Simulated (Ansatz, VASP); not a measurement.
## Cr in VASP and in Ansatz

Contents of INCAR:

```
SYSTEM = Cr
PREC = Accurate
ENCUT = 520
EDIFF = 1E-7
ISMEAR = -1
SIGMA = 0.1
LREAL = .FALSE.
LASPH = .TRUE.
NELM = 100
ALGO = Normal
ISIF = 2
LWAVE = .FALSE.
LCHARG = .TRUE.
GGA = PE
LELF = .TRUE.
LVHAR = .TRUE.
NBANDS = 19
```

KPOINTS

```
regular mesh
0
G
  24 24 12
  0 0 0
```

File POSCAR:

```
Cr
1.0
    2.5222937719      0.0000000000      0.0000000000
   -1.2611468859      2.1843704823      0.0000000000
    0.0000000000      0.0000000000      4.5035304345
Cr
2
Direct
    0.3333333333      0.6666666667      0.2500000000
    0.6666666667      0.3333333333      0.7500000000
```

Input for Ansatz:

```yaml
crystal:
  lattice:
    - [2.5222937719, 0.0, 0.0]
    - [-1.2611468859, 2.1843704823, 0.0]
    - [0.0, 0.0, 4.5035304345]
  atoms:
    - { symbol: Cr, position: [0.3333333333, 0.6666666667, 0.25] }
    - { symbol: Cr, position: [0.6666666667, 0.3333333333, 0.75] }
hamiltonian:
  xc: pbe
  pseudopotentials:
    kind: paw
    azcp:
      Cr: "pseudopotentials/Cr.paw.azcp"
basis:
  ecutwfc: 420
  fft_grid_basis: typed
kpoints:
  mp_grid: { grid: [24, 24, 12], shift: [0, 0, 0] }
magnetization:
  spin_polarized: false
scf:
  occupations: { method: fermi_dirac, width: 0.1 }
output:
  stress: true
```

Alike in both runs: task single point; functional PBE; k mesh 24 × 24 × 12; occupations fermi-dirac, width 0.1 eV; no spin polarisation.

|  | VASP | Ansatz |
| --- | --- | --- |
| version | VASP 6.6.1 | Ansatz 0.2.0 |
| potentials or method | VASP PAW PBE potentials, release 64 (Cr_pv), cutoff 520 eV | plane waves (420 eV) with PAW, scalar-relativistic |
| valence electrons in the cell | 24 | 28 |

```csv
,VASP,Ansatz,Ansatz less VASP
pressure (GPa),-8.8,-8.5,+0.35
"traceless stress, the component that is largest in VASP (GPa)",0.61,0.55,-0.059
```

The functional is the same, so the differences come from potentials, cutoffs and numerics. VASP's potentials hold 24 valence electrons a cell and Ansatz's 28, so a difference there can come from the potentials and not from the codes.
